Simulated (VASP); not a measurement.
# SrPb2 (I4/mmm) in VASP: notebook

SrPb2 is run at these levels: PBE; tasks: single point.

Program: VASP 6.6.1. These are calculated values, not measurements. Logs are shortened: lines on timing, memory, paths and dates and some standing lists are left out, and cuts for length are marked.

**1. The cell of the first run**

It takes space group I4/mmm (No. 139, tetragonal). The conventional cell has a = 3.989 Å, b = 3.989 Å, c = 12.978 Å, α = 90.00°, β = 90.00°, γ = 90.00°. Within 4.6 Å of Sr (site symmetry 4/mmm) lie 10 Pb at 3.50 to 4.41 Å and 4 Sr at 3.99 Å. Pb (site symmetry 4mm) has 5 Sr at 3.50 to 4.41 Å and 9 Pb at 3.66 to 4.15 Å within 4.6 Å.

**2. Single point, PBE**

The input, INCAR:

```
SYSTEM = SrPb2
PREC = Accurate
ENCUT = 520
EDIFF = 1E-7
ISMEAR = 0
SIGMA = 0.1
LREAL = .FALSE.
LASPH = .TRUE.
NELM = 80
ALGO = Normal
ISIF = 2
LWAVE = .FALSE.
LCHARG = .FALSE.
GGA = PE
NBANDS = 26
```

The input, KPOINTS:

```
regular mesh
0
G
  6 6 6
  0 0 0
```

The input, POSCAR:

```
SrPb2
1.0
   -1.9944060573      1.9944060573      6.4892422331
    1.9944060573     -1.9944060573      6.4892422331
    1.9944060573      1.9944060573     -6.4892422331
Sr Pb
1 2
Direct
    0.0000000000      0.0000000000      0.0000000000
    0.3400000000      0.3400000000      0.0000000000
    0.6600000000      0.6600000000      0.0000000000
```

Potentials or basis: VASP PAW PBE potentials, release 64 (Sr_sv, Pb_d).

Launch:

```sh
cat potpaw_PBE.64/Sr_sv/POTCAR potpaw_PBE.64/Pb_d/POTCAR > POTCAR
mpirun -np 1 vasp_std > vasp.out
```

OUTCAR:

```text
SYSTEM = SrPb2
   PREC = Accurate
   ENCUT = 520
   EDIFF = 1E-7
   ISMEAR = 0
   LREAL = .FALSE.
   LASPH = .TRUE.
   NELM = 80
   ISIF = 2
   GGA = PE

 ion  position               nearest neighbor table
   1  0.000  0.000  0.000-   3 3.50   3 3.50   3 3.50   2 3.50   2 3.50   2 3.50   3 3.50   2 3.50
                             2 4.41   3 4.41
   2  0.340  0.340  0.000-   1 3.50   1 3.50   1 3.50   1 3.50   3 3.66   3 3.66   3 3.66   3 3.66
                             1 4.41
   3  0.660  0.660  0.000-   1 3.50   1 3.50   1 3.50   1 3.50   2 3.66   2 3.66   2 3.66   2 3.66
                             1 4.41

  LATTYP: Found a body centered tetragonal cell.
 ALAT       =     3.9888121146
 C/A-ratio  =     3.2537216829

  Lattice vectors:

 A1 = (  -1.9944060573,   1.9944060573,   6.4892422331)
 A2 = (   1.9944060573,  -1.9944060573,   6.4892422331)
 A3 = (   1.9944060573,   1.9944060573,  -6.4892422331)

Analysis of symmetry for initial positions (statically):
=====================================================================
 Subroutine PRICEL returns:
 Original cell was already a primitive cell.

 Routine SETGRP: Setting up the symmetry group for a
 body centered tetragonal supercell.

 Subroutine GETGRP returns: Found 16 space group operations
 (whereof 16 operations were pure point group operations)
 out of a pool of 16 trial point group operations.

The static configuration has the point symmetry D_4h.

Analysis of symmetry for dynamics (positions and initial velocities):
=====================================================================
 Subroutine PRICEL returns:
 Original cell was already a primitive cell.

 Routine SETGRP: Setting up the symmetry group for a
 body centered tetragonal supercell.

 Subroutine GETGRP returns: Found 16 space group operations
 (whereof 16 operations were pure point group operations)
 out of a pool of 16 trial point group operations.

The dynamic configuration has the point symmetry D_4h.

 Subroutine INISYM returns: Found 16 space group operations
 (whereof 16 operations are pure point group operations),
 and found     1 'primitive' translations

----------------------------------------------------------------------------------------

                                     Primitive cell

  volume of cell :     103.2479

  direct lattice vectors                    reciprocal lattice vectors
    -1.994406057  1.994406057  6.489242233     0.000000000  0.250701204  0.077050599
[... 83 lines left out ...]
   LNONCOLLINEAR =      F non collinear calculations
   LSORBIT =      F    spin-orbit coupling
   LASPH  =      T    aspherical Exc in radial PAW
   ENCUT  =  520.0 eV  38.22 Ry    6.18 a.u.  13.16 13.16 13.16*2*pi/ulx,y,z
   NELM   =     80;   NELMIN=  2; NELMDL= -5     # of ELM steps
   EDIFF  = 0.1E-06   stopping-criterion for ELM
   LREAL  =      F    real-space projection
   EDIFFG = 0.1E-05   stopping-criterion for IOM
   NSW    =      0    number of steps for IOM
   IBRION =     -1    ionic relax: 0-MD 1-quasi-New 2-CG
   NFREE  =      0    steps in history (QN), initial steepest desc. (CG)
   ISIF   =      2    stress and relaxation
   ISYM   =      2    0-nonsym 1-usesym 2-fastsym
   POTIM  = 0.5000    time-step for ionic-motion
   TEBEG  =    0.0;   TEEND  =   0.0 temperature during run
   PSTRESS=    0.0 pullay stress
   NELECT =      38.0000    total number of electrons
   NUPDOWN=      -1.0000    fix difference up-down
   EMIN   =  10.00;   EMAX   =-10.00  energy-range for DOS
   EFERMI =   0.00;   METHOD = LEGACY
   ISMEAR =     0;   SIGMA  =   0.10  broadening in eV -4-tet -1-fermi 0-gaus
   EFERMI_NEDOS =   21; number of points for ismear=-14 and -15
   IALGO  =     38    algorithm
   IMIX   =      4    mixing-type and parameters
     AMIX     =   0.40;   BMIX     =  1.00
     AMIX_MAG =   1.60;   BMIX_MAG =  1.00
  volume/ion in A,a.u.               =      34.42       232.25
  Fermi-wavevector in a.u.,A,eV,Ry     =   1.173210  2.217045 18.727345  1.376421
  Thomas-Fermi vector in A             =   2.309626
   LORBIT       =      0    0 simple, 1 ext, 2 COOP (PROOUT), +10 PAW based schemes
   GGA     = PE    functional components
   LHFCALC =     F    Hartree Fock is set to
   AEXX    =    0.0000 exact exchange contribution
   IVDW    =     0    specifies the selected vdW correction
   LEPSILON=     F    determine dielectric tensor
   LRPA    =     F    only Hartree local field effects (RPA)
 non-spin polarized calculation
 Gauss-broadening in eV      SIGMA  =   0.10
  energy-cutoff  :      520.00
  volume of cell :      103.25
 maximum number of plane-waves:      2824
 NGX is ok and might be reduce to    54
   NGX = 27   NGY = 27   NGZ = 27

 number of electron      37.9999998 magnetization

 Free energy of the ion-electron system (eV)
  ---------------------------------------------------
  ext. energy  EPLUGINS =         0.00000000
  ---------------------------------------------------
  free energy    TOTEN  =        -9.27949571 eV

  energy without entropy =       -9.26437079  energy(sigma->0) =       -9.27193325

 E-fermi :   4.9100     XC(G=0):  -9.3517

 val. band max:        4.8901264506   @ k =  -0.1667   0.1667   0.0000
 cond. band min:       5.0038212829   @ k =   0.1667   0.1667   0.1667
 fundamental gap:      0.1136948324
 Fermi energy:         4.9099908847

 k-point     1 :       0.0000    0.0000    0.0000
  band No.  band energies     occupation
      1     -30.8559      2.00000
      2     -12.9310      2.00000
      3     -12.8386      2.00000
      4     -12.8386      2.00000
      5     -11.8413      2.00000
      6     -11.8077      2.00000
[... 685 lines left out ...]
     25       9.9587      0.00000
     26      10.0852      0.00000

 [... further k-points ...]
[... 5 lines left out ...]
  --------------------------------------------------------------------------------------
  -------------------------------------------------------------------------------------
  Total        0.4974239      0.4974239     -0.7068432      0.0000000      0.0000000      0.0000000
  in kB        7.7189115      7.7189115    -10.9686340      0.0000000      0.0000000      0.0000000
  external PRESSURE =       1.4897297 kB  Pullay stress =       0.0000000 kB

 VOLUME and BASIS-vectors are now :
 -----------------------------------------------------------------------------
  energy-cutoff  :      520.00
  volume of cell :      103.25
      direct lattice vectors                 reciprocal lattice vectors
    -1.994406057  1.994406057  6.489242233     0.000000000  0.250701204  0.077050599
     1.994406057 -1.994406057  6.489242233     0.250701204  0.000000000  0.077050599
     1.994406057  1.994406057 -6.489242233     0.250701204  0.250701204  0.000000000

 POSITION                                       TOTAL-FORCE (eV/Angst)
 -----------------------------------------------------------------------------------
      0.00000      0.00000      0.00000        -0.000000     -0.000000     -0.000000
      0.00000      0.00000      4.41268         0.000000      0.000000     -0.841306
      0.00000      0.00000      8.56580         0.000000      0.000000      0.841306
 -----------------------------------------------------------------------------------
    total drift:                                0.000000      0.000000     -0.000000

  FREE ENERGIE OF THE ION-ELECTRON SYSTEM (eV)
  ---------------------------------------------------
  free  energy   TOTEN  =        -9.2794957098 eV

  energy  without entropy=       -9.2643707891  energy(sigma->0) =       -9.27193325
```

stdout:

```text
POSCAR found type information on POSCAR SrPb
 POSCAR found :  2 types and       3 ions
 scaLAPACK will be used
 LDA part: xc-table for (Slater+PW92), standard interpolation
 POSCAR, INCAR and KPOINTS ok, starting setup
 FFT: planning ... GRIDC
 FFT: planning ... GRID_SOFT
 FFT: planning ... GRID
 WAVECAR not read
 entering main loop
```

Run time: 4.6 min. Hardware: 1 thread of Intel Xeon 8259CL, shared host; peak memory 0.41 GiB.

Results:

```
Free energy            : -9.2795 eV
Pressure               : 0.1 GPa
Largest force          : 0.841 eV/Å
Band gap on the k mesh : zero (bands 19 and 20 overlap by 1.77 eV)
```

Forces on the atoms (eV/Å):
```
Sr   0.000  0.000  0.000
Pb   0.000  0.000 -0.841
Pb   0.000  0.000  0.841
```

Stress tensor (GPa, compression positive):
```
 0.77  0.00  0.00
 0.00  0.77  0.00
 0.00  0.00 -1.10
```

Levels at points of the mesh, in eV from the Fermi level:
| k point | band 17 | band 18 | band 19 | band 20 | band 21 | band 22 |
| --- | --- | --- | --- | --- | --- | --- |
| (0.00, 0.00, 0.00) | -3.03 | 0.97 | 0.97 | 1.17 | 2.50 | 3.36 |
| (0.50, 0.00, 0.00) | -2.85 | -2.32 | 0.54 | 0.87 | 1.69 | 2.66 |
| (0.50, 0.50, 0.00) | -2.40 | -2.14 | -1.03 | -0.62 | -0.12 | 1.45 |
| (0.50, 0.50, 0.50) | -0.60 | -0.03 | 1.15 | 1.38 | 1.38 | 2.20 |

Caveat: spin-orbit coupling is left out, which moves the levels of the heavy elements.

**3. Single point, PBE**

This run uses another cell than the first one, of 34.54 Å³/atom.

The input, INCAR:

```
  PREC = Accurate
  ENCUT = 520
  EDIFF = 1E-6
  ISMEAR = 0
  SIGMA = 0.1
  LREAL = False
  LASPH = True
  NELM = 80
  ALGO = Normal
  ISIF = 2
  LWAVE = False
  LCHARG = False
  GGA = PE
  NBANDS = 26
```

The input, KPOINTS:

```
regular mesh
0
Gamma
  6 6 6
```

The input, POSCAR:

```
SrPb2
1.0
   -2.0439995190      2.0439995190      6.1996749559
    2.0439995190     -2.0439995190      6.1996749559
    2.0439995190      2.0439995190     -6.1996749559
Sr Pb
1 2
Direct
    0.0000000000      0.0000000000      0.0000000000
    0.3153818374      0.3153818374      0.0000000000
    0.6846181626      0.6846181626      0.0000000000
```

Potentials or basis: VASP PAW PBE potentials, release 64 (Sr_sv, Pb_d).

Launch:

```sh
cat potpaw_PBE.64/Sr_sv/POTCAR potpaw_PBE.64/Pb_d/POTCAR > POTCAR
mpirun -np 1 vasp_std > vasp.out
```

OUTCAR:

```text
PREC = Accurate
   ENCUT = 520
   EDIFF = 1E-6
   ISMEAR = 0
   LREAL = False
   LASPH = True
   NELM = 80
   ISIF = 2
   GGA = PE

 ion  position               nearest neighbor table
   1  0.000  0.000  0.000-   3 3.69   3 3.69   2 3.69   3 3.69   2 3.69   2 3.69   3 3.69   2 3.69
                             2 3.91   3 3.91
   2  0.315  0.315  0.000-   3 3.31   3 3.31   3 3.31   3 3.31   1 3.69   1 3.69   1 3.69   1 3.69
                             1 3.91
   3  0.685  0.685  0.000-   2 3.31   2 3.31   2 3.31   2 3.31   1 3.69   1 3.69   1 3.69   1 3.69
                             1 3.91

  LATTYP: Found a body centered tetragonal cell.
 ALAT       =     4.0879990380
 C/A-ratio  =     3.0331097920

  Lattice vectors:

 A1 = (  -2.0439995190,   2.0439995190,   6.1996749559)
 A2 = (   2.0439995190,  -2.0439995190,   6.1996749559)
 A3 = (   2.0439995190,   2.0439995190,  -6.1996749559)

Analysis of symmetry for initial positions (statically):
=====================================================================
 Subroutine PRICEL returns:
 Original cell was already a primitive cell.

 Routine SETGRP: Setting up the symmetry group for a
 body centered tetragonal supercell.

 Subroutine GETGRP returns: Found 16 space group operations
 (whereof 16 operations were pure point group operations)
 out of a pool of 16 trial point group operations.

The static configuration has the point symmetry D_4h.

Analysis of symmetry for dynamics (positions and initial velocities):
=====================================================================
 Subroutine PRICEL returns:
 Original cell was already a primitive cell.

 Routine SETGRP: Setting up the symmetry group for a
 body centered tetragonal supercell.

 Subroutine GETGRP returns: Found 16 space group operations
 (whereof 16 operations were pure point group operations)
 out of a pool of 16 trial point group operations.

The dynamic configuration has the point symmetry D_4h.

 Subroutine INISYM returns: Found 16 space group operations
 (whereof 16 operations are pure point group operations),
 and found     1 'primitive' translations

----------------------------------------------------------------------------------------

                                     Primitive cell

  volume of cell :     103.6073

  direct lattice vectors                    reciprocal lattice vectors
    -2.043999519  2.043999519  6.199674956     0.000000000  0.244618453  0.080649389
     2.043999519 -2.043999519  6.199674956     0.244618453  0.000000000  0.080649389
     2.043999519  2.043999519 -6.199674956     0.244618453  0.244618453  0.000000000

  length of vectors
     6.840455952  6.840455952  6.840455952     0.257570401  0.257570401  0.345942734

  position of ions in fractional coordinates (direct lattice)
     0.000000000  0.000000000  0.000000000
     0.315381837  0.315381837  0.000000000
     0.684618163  0.684618163  0.000000000

  ion indices of the primitive-cell ions
   primitive index   ion index
                 1           1
                 2           2
                 3           3

----------------------------------------------------------------------------------------

 KPOINTS: regular mesh

Automatic generation of k-mesh.
 Grid dimensions read from file:
 generate k-points for:    6    6    6

 Generating k-lattice:

  Cartesian coordinates                     Fractional coordinates (reciprocal lattice)
     0.000000000  0.040769742  0.013441565     0.166666667  0.000000000 -0.000000000
     0.040769742  0.000000000  0.013441565     0.000000000  0.166666667 -0.000000000
     0.040769742  0.040769742  0.000000000     0.000000000  0.000000000  0.166666667

  Length of vectors
     0.042928400  0.042928400  0.057657122

  Shift w.r.t. Gamma in fractional coordinates (k-lattice)
     0.000000000  0.000000000  0.000000000

 Subroutine IBZKPT returns following result:
 ===========================================

 Found     30 irreducible k-points:

 Following reciprocal coordinates:
            Coordinates               Weight
  0.000000  0.000000  0.000000      1.000000
  0.166667  0.000000  0.000000      8.000000
  0.333333 -0.000000  0.000000      8.000000
  0.500000  0.000000  0.000000      4.000000
  0.166667  0.166667  0.000000      8.000000
  0.333333  0.166667  0.000000     16.000000
[... 16 lines left out ...]
 -0.333333 -0.333333  0.166667      8.000000
 -0.166667 -0.333333  0.166667      8.000000
 [... further k-points ...]
   k-points           NKPTS =     30   k-points in BZ     NKDIM =     30   number of bands    NBANDS=     26
   number of dos      NEDOS =    301   number of ions     NIONS =      3
   total plane-waves  NPLWV = 157464
   dimension x,y,z NGX =    54 NGY =   54 NGZ =   54
   dimension x,y,z NGXF=   108 NGYF=  108 NGZF=  108
   ions per type =               1   2
   NGX,Y,Z   is equivalent  to a cutoff of  13.12, 13.12, 13.12 a.u.
   NGXF,Y,Z  is equivalent  to a cutoff of  26.25, 26.25, 26.25 a.u.
 SYSTEM =  unknown system
   PREC   = accura    normal or accurate (medium, high low for compatibility)
   ISTART =      0    job   : 0-new  1-cont  2-samecut
   ICHARG =      2    charge: 1-file 2-atom 10-const
   ISPIN  =      1    spin polarized calculation?
   LNONCOLLINEAR =      F non collinear calculations
   LSORBIT =      F    spin-orbit coupling
   LASPH  =      T    aspherical Exc in radial PAW
   ENCUT  =  520.0 eV  38.22 Ry    6.18 a.u.  12.72 12.72 12.72*2*pi/ulx,y,z
   NELM   =     80;   NELMIN=  2; NELMDL= -5     # of ELM steps
   EDIFF  = 0.1E-05   stopping-criterion for ELM
   LREAL  =      F    real-space projection
   EDIFFG = 0.1E-04   stopping-criterion for IOM
   NSW    =      0    number of steps for IOM
   IBRION =     -1    ionic relax: 0-MD 1-quasi-New 2-CG
   NFREE  =      0    steps in history (QN), initial steepest desc. (CG)
   ISIF   =      2    stress and relaxation
   ISYM   =      2    0-nonsym 1-usesym 2-fastsym
   POTIM  = 0.5000    time-step for ionic-motion
   TEBEG  =    0.0;   TEEND  =   0.0 temperature during run
   PSTRESS=    0.0 pullay stress
   NELECT =      38.0000    total number of electrons
   NUPDOWN=      -1.0000    fix difference up-down
   EMIN   =  10.00;   EMAX   =-10.00  energy-range for DOS
   EFERMI =   0.00;   METHOD = LEGACY
   ISMEAR =     0;   SIGMA  =   0.10  broadening in eV -4-tet -1-fermi 0-gaus
   EFERMI_NEDOS =   21; number of points for ismear=-14 and -15
   IALGO  =     38    algorithm
   IMIX   =      4    mixing-type and parameters
     AMIX     =   0.40;   BMIX     =  1.00
     AMIX_MAG =   1.60;   BMIX_MAG =  1.00
  volume/ion in A,a.u.               =      34.54       233.06
  Fermi-wavevector in a.u.,A,eV,Ry     =   1.171851  2.214478 18.684005  1.373236
  Thomas-Fermi vector in A             =   2.308289
   LORBIT       =      0    0 simple, 1 ext, 2 COOP (PROOUT), +10 PAW based schemes
   GGA     = PE    functional components
   LHFCALC =     F    Hartree Fock is set to
   AEXX    =    0.0000 exact exchange contribution
   IVDW    =     0    specifies the selected vdW correction
   LEPSILON=     F    determine dielectric tensor
   LRPA    =     F    only Hartree local field effects (RPA)
 non-spin polarized calculation
 Gauss-broadening in eV      SIGMA  =   0.10
  energy-cutoff  :      520.00
  volume of cell :      103.61
 maximum number of plane-waves:      2808
 NGX is ok and might be reduce to    54
   NGX = 25   NGY = 25   NGZ = 25

 number of electron      38.0000002 magnetization

 Free energy of the ion-electron system (eV)
  ---------------------------------------------------
  ext. energy  EPLUGINS =         0.00000000
  ---------------------------------------------------
  free energy    TOTEN  =        -9.66809747 eV

  energy without entropy =       -9.65328361  energy(sigma->0) =       -9.66069054

 E-fermi :   5.2652     XC(G=0):  -9.3129

 val. band max:        5.2488844269   @ k =   0.5000   0.5000   0.3333
 cond. band min:       5.2722985300   @ k =   0.5000   0.5000   0.0000
 fundamental gap:      0.0234141031
 Fermi energy:         5.2652091126

 k-point     1 :       0.0000    0.0000    0.0000
  band No.  band energies     occupation
      1     -31.0565      2.00000
      2     -13.0584      2.00000
      3     -13.0144      2.00000
      4     -13.0144      2.00000
      5     -11.7825      2.00000
      6     -11.7816      2.00000
[... 18 lines left out ...]
     25       9.8715      0.00000
     26       9.9352      0.00000
[... 644 lines left out ...]
      4     -13.0094      2.00000
      5     -11.7888      2.00000
      6     -11.7664      2.00000
[... 18 lines left out ...]
     25       9.6970      0.00000
     26       9.7938      0.00000

 [... further k-points ...]
[... 5 lines left out ...]
  --------------------------------------------------------------------------------------
  -------------------------------------------------------------------------------------
  Total        0.0971013      0.0971013     -0.1936482      0.0000000      0.0000000     -0.0000000
  in kB        1.5015681      1.5015681     -2.9945645      0.0000000      0.0000000     -0.0000000
  external PRESSURE =       0.0028573 kB  Pullay stress =       0.0000000 kB

 VOLUME and BASIS-vectors are now :
 -----------------------------------------------------------------------------
  energy-cutoff  :      520.00
  volume of cell :      103.61
      direct lattice vectors                 reciprocal lattice vectors
    -2.043999519  2.043999519  6.199674956     0.000000000  0.244618453  0.080649389
     2.043999519 -2.043999519  6.199674956     0.244618453  0.000000000  0.080649389
     2.043999519  2.043999519 -6.199674956     0.244618453  0.244618453  0.000000000

 POSITION                                       TOTAL-FORCE (eV/Angst)
 -----------------------------------------------------------------------------------
      0.00000      0.00000      0.00000        -0.000000     -0.000000     -0.000000
      0.00000      0.00000      3.91053        -0.000000     -0.000000      0.006390
      0.00000      0.00000      8.48882         0.000000      0.000000     -0.006390
 -----------------------------------------------------------------------------------
    total drift:                               -0.000000     -0.000000      0.000000

  FREE ENERGIE OF THE ION-ELECTRON SYSTEM (eV)
  ---------------------------------------------------
  free  energy   TOTEN  =        -9.6680974698 eV

  energy  without entropy=       -9.6532836137  energy(sigma->0) =       -9.66069054
```

Run time: 3.3 min. Hardware: 1 thread of Intel Xeon 8259CL, shared host; peak memory 0.41 GiB.

Results:

- Free energy: -9.6681 eV
- Pressure: 0.0 GPa
- Largest force: 0.006 eV/Å
- Band gap on the k mesh: zero (bands 19 and 20 overlap by 1.64 eV)

Forces on the atoms (eV/Å):
```
Sr   0.000  0.000  0.000
Pb   0.000  0.000  0.006
Pb   0.000  0.000 -0.006
```

Caveat: spin-orbit coupling is left out, which moves the levels of the heavy elements.

The gap in the log of VASP goes by the Fermi energy; the results here count the filled bands.